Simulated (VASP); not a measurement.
Here is a VASP 6.6.1 calculation.

The input INCAR:

```
SYSTEM = Cs
ALGO     = Normal         ! electronic algorithm
EDIFF    = 1E-6           ! SCF threshold, eV
ENCUT    = 520            ! plane-wave cutoff, eV
GGA      = PE             ! functional
ISIF     = 2              ! what is computed and relaxed
ISMEAR   = 0              ! smearing method
LASPH    = .True.         ! aspherical terms in the spheres
LCHARG   = .False.        ! write CHGCAR
LREAL    = .False.        ! projectors in reciprocal space
LWAVE    = .False.        ! write WAVECAR
NBANDS   = 10             ! bands
NELM     = 100            ! most SCF steps
PREC     = Accurate       ! precision mode
SIGMA    = 0.1            ! smearing width, eV
```

The input KPOINTS:

```
k-points
0
Gamma
  12 12 12
  0 0 0
```

File POSCAR:

```
Cs
1.0
   -2.7746061331      2.7746061331      4.2567035211
    2.7746061331     -2.7746061331      4.2567035211
    2.7746061331      2.7746061331     -4.2567035211
Cs
1
Direct
    0.0000000000      0.0000000000      0.0000000000
```

Potentials or basis: VASP PAW PBE potentials, release 64 (Cs_sv).

Command:

```sh
$ cat potpaw_PBE.64/Cs_sv/POTCAR > POTCAR
$ mpirun -np 1 vasp_std > vasp.out
```

Q: What does it give for the pressure?

A: -0.2 GPa.

Caveat: the cell differs from its parent crystal (strained).
